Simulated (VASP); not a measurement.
As, 1 atom in the cell. The structure is cubic, space group Pm-3m (No. 221). Conventional cell: a = 2.648 Å, b = 2.648 Å, c = 2.648 Å, α = 90.00°, β = 90.00°, γ = 90.00°. As (site symmetry m-3m) has 6 As at 2.65 Å within 3.5 Å. 

- Program: VASP 6.6.1
- Task: single point
- Functional: PBE
- Potentials or basis: VASP PAW PBE potentials, release 64 (As)
- Cutoff: 500 eV
- k mesh: 15 × 15 × 15
- Occupations: fermi-dirac, width 0.02 eV
- Spin: no spin polarisation
- Dipole correction: no
- Further INCAR settings: ALGO = Normal; EDIFF = 1e-06; NBANDS = 8

Potentials or basis: VASP PAW PBE potentials, release 64 (As).

The run is started by

```sh
$ cat potpaw_PBE.64/As/POTCAR > POTCAR
$ mpirun -np 1 vasp_std > vasp.out
```

Hardware: 1 thread of AMD EPYC 7R43 64-Core Processor (Zen 3) (shared host).

Problem. How long does it take, and how much memory?

Solution. Run time: 9.5 s on 1 thread of AMD EPYC 7R43 64-Core Processor (Zen 3), on a shared host, peak memory 0.1 GiB. Counts: scf iterations 10, k points 120.
